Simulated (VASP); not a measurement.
AlN: single point with PBE

The system is AlN.

```xyz
14
Lattice="5.2254 0.0755 -0.0147 0.0755 5.6077 0.1886 -0.0147 0.1886 5.5019" Properties=species:S:1:pos:R:3 pbc="T T T"
Al    2.8885    4.4791    0.6740
Al    5.1567    3.1624    2.7236
Al    4.7926    0.7616    4.2989
Al    2.0586    1.4936    1.0819
Al    0.7528    3.6012   -0.0906
Al    2.3191    1.0077    3.8394
Al    5.1207    0.0842    1.9244
N     0.4159    4.7893    3.7618
N     1.7344    3.2161    1.3057
N     4.5608    4.1625    1.1964
N     1.6412   -0.6424    4.2507
N     3.6173    0.6623    0.1359
N     0.8898    1.9939    4.7594
N     3.9255    1.6142    2.7518
```

- Program: VASP 6.6.1
- Task: single point
- Functional: PBE
- Potentials or basis: VASP PAW PBE potentials, release 64 (Al, N)
- Cutoff: 520 eV
- k mesh: 1 × 1 × 1
- Occupations: fermi-dirac, width 0.131 eV
- Spin: no spin polarisation
- Dipole correction: no
- Further INCAR settings: ALGO = Normal; EDIFF = 1e-06; NBANDS = 41; ISYM = 0

```json
{
  "Pressure": "3.9 GPa",
  "Largest force": "4.275 eV/Å",
  "Band gap on the k mesh": "2.60 eV"
}
```

Forces on the atoms (eV/Å):
```
Al   0.979  1.342  0.409
Al   0.648 -1.716 -1.653
Al   0.270  3.519  1.742
Al   2.006 -0.794 -0.600
Al  -3.206 -2.707  0.818
Al   0.667  1.923  0.603
Al  -1.074  2.124 -3.007
N   -1.320 -1.992 -1.330
N    1.022  0.298  3.195
N    0.946 -0.578  1.679
N    2.931  0.590 -0.811
N   -4.061 -0.398 -0.305
N   -0.442 -0.637 -1.526
N    0.634 -0.973  0.785
```

Stress tensor (GPa, compression positive):
```
 2.36 -2.58  3.80
-2.58  9.68 -5.35
 3.80 -5.35 -0.40
```

Levels at points of the mesh, in eV from the valence-band top:
```tsv
k point	band 25	band 26	band 27	band 28	band 29	band 30	band 31	band 32
(0.00, 0.00, 0.00)	-1.34	-1.17	-0.95	0.00	2.60	2.80	3.26	4.04
```

It took 36 s on 1 thread of Intel Xeon 8259CL (shared host), peak memory 0.23 GiB.

Caveat: the k points lie up to 1.20 Å⁻¹ apart.
